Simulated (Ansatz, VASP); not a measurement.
# One calculation of GaRe2Sb3, two programs

```
Ga Re Sb
1.0
     6.23123    0.00000    0.00000
    -3.11561    5.39640    0.00000
     0.00000    0.00000    5.01684
Ga Re Sb
1 2 3
Direct
  0.00000 0.00000 0.50000
  0.33333 0.66667 0.50000
  0.33333 0.66667 0.00000
  0.51266 0.48734 0.50000
  0.51266 0.02532 0.50000
  0.97468 0.48734 0.50000
```

Alike in both runs: task relaxation of cell and atoms; functional PBE; k mesh 3 × 3 × 4; occupations gaussian, width 0.1 eV; no spin polarisation.

```csv
,VASP,Ansatz
version,VASP 6.6.1,Ansatz 0.2.0
potentials or method,"VASP PAW PBE potentials, release 64 (Ga_d, Re, Sb), cutoff 600 eV","scalar-relativistic, plane waves, PAW"
valence electrons in the cell,42,88
```

VASP gave:

```
gap on the k mesh at the Fermi level, each at its own relaxed structure (eV) : none
relaxed volume (Å³/atom)                                                     : 37.48
relaxed length of the cell vector where the two differ most in proportion (Å)              : 4.759
```

Task: Which values does Ansatz return?

Result: gap on the k mesh at the Fermi level, each at its own relaxed structure (eV): none; relaxed volume (Å³/atom): 37.77; relaxed length of the cell vector where the two differ most in proportion (Å): 4.783.

A gap of «none» marks a metal or a gap that the smearing closes. VASP's potentials hold 42 valence electrons a cell and Ansatz's 88, so a difference there can come from the potentials and not from the codes.

The k mesh is coarse, so the values compare programs but aren't converged. Spin-orbit coupling is off throughout. Noted on VASP's run: the volume moved by over 15 % at a fixed basis, so the end points are rough.
